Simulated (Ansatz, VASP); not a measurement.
# ZrIn2Se3 in VASP and in Ansatz

Contents of INCAR:

```
PREC     = Accurate       # precision mode
ENCUT    = 600            # plane-wave cutoff, eV
EDIFF    = 1E-6           # SCF threshold, eV
ISMEAR   = 0              # smearing method
SIGMA    = 0.1            # smearing width, eV
LREAL    = F              # projectors in reciprocal space
LASPH    = T              # aspherical terms in the spheres
NELM     = 100            # most SCF steps
ALGO     = Normal         # electronic algorithm
ISIF     = 3              # what is computed and relaxed
LWAVE    = F              # write WAVECAR
LCHARG   = F              # write CHGCAR
GGA      = PE             # functional
IBRION   = 2              # ionic algorithm
NSW      = 90             # ionic steps
EDIFFG   = -0.04          # ionic threshold
```

Contents of KPOINTS:

```
Automatic mesh
0
Gamma
  4 4 2
```

The input POSCAR:

```
ZrIn2Se3
1.0
    3.8810075800      0.0000000000      0.0000000000
    0.0000000000      3.8810075800      0.0000000000
    0.0000000000      0.0000000000      8.7045275900
Zr In Se
1 2 3
Direct
    0.5000000000      0.5000000000      0.0000000000
    0.5000000000      0.0000000000      0.7344790700
    0.0000000000      0.5000000000      0.2655209300
    0.5000000000      0.0000000000      0.3861632900
    0.0000000000      0.5000000000      0.6138367100
    0.0000000000      0.0000000000      0.0000000000
```

Input for Ansatz:

```yaml
crystal:
  lattice:
    - [3.88100758, 0.0, 0.0]
    - [0.0, 3.88100758, 0.0]
    - [0.0, 0.0, 8.70452759]
  atoms:
    - { symbol: Zr, position: [0.5, 0.5, 0.0] }
    - { symbol: In, position: [0.5, 0.0, 0.73447907] }
    - { symbol: In, position: [0.0, 0.5, 0.26552093] }
    - { symbol: Se, position: [0.5, 0.0, 0.38616329] }
    - { symbol: Se, position: [0.0, 0.5, 0.61383671] }
    - { symbol: Se, position: [0.0, 0.0, 0.0] }
basis:
  ecutwfc: 420
kpoints:
  mp_grid: { grid: [4, 4, 2] }
hamiltonian:
  xc: pbe
scf:
  occupations: { method: gaussian, width: 0.1 }
  lower_state_search: "off"
output:
  forces: true
  stress: true
  eigenvalues: true
relax:
  adjacent_minimum: "off"
  f_tol: 0.04
  max_steps: 70
  cell: { stress_tol: 0.4 }
```

Change from the starting cell: species swapped into the Hf2SiAs3 type (P-4m2, No. 115).

Alike in both runs: task relaxation of cell and atoms; functional PBE; k mesh 4 × 4 × 2; occupations gaussian, width 0.1 eV; no spin polarisation.

|  | VASP | Ansatz |
| --- | --- | --- |
| version | VASP 6.6.1 | Ansatz 0.2.0 |
| potentials or method | VASP PAW PBE potentials, release 64 (Zr_sv, In_d, Se), cutoff 600 eV | scalar-relativistic, plane waves, PAW |
| valence electrons in the cell | 56 | 86 |

VASP gave:

* gap on the k mesh at the Fermi level, each at its own relaxed structure (eV): none
* relaxed volume (Å³/atom): 23.40
* relaxed cell length with the largest relative difference (Å): 9.115

Question: Which values does Ansatz return?

Answer: gap on the k mesh at the Fermi level, each at its own relaxed structure (eV): none; relaxed volume (Å³/atom): 23.46; relaxed cell length with the largest relative difference (Å): 9.191.

A gap of «none» marks a metal or a gap that the smearing closes. VASP's potentials hold 56 valence electrons a cell and Ansatz's 86, so a difference there can come from the potentials and not from the codes.

The k mesh is coarse, so the values compare programs but aren't converged.
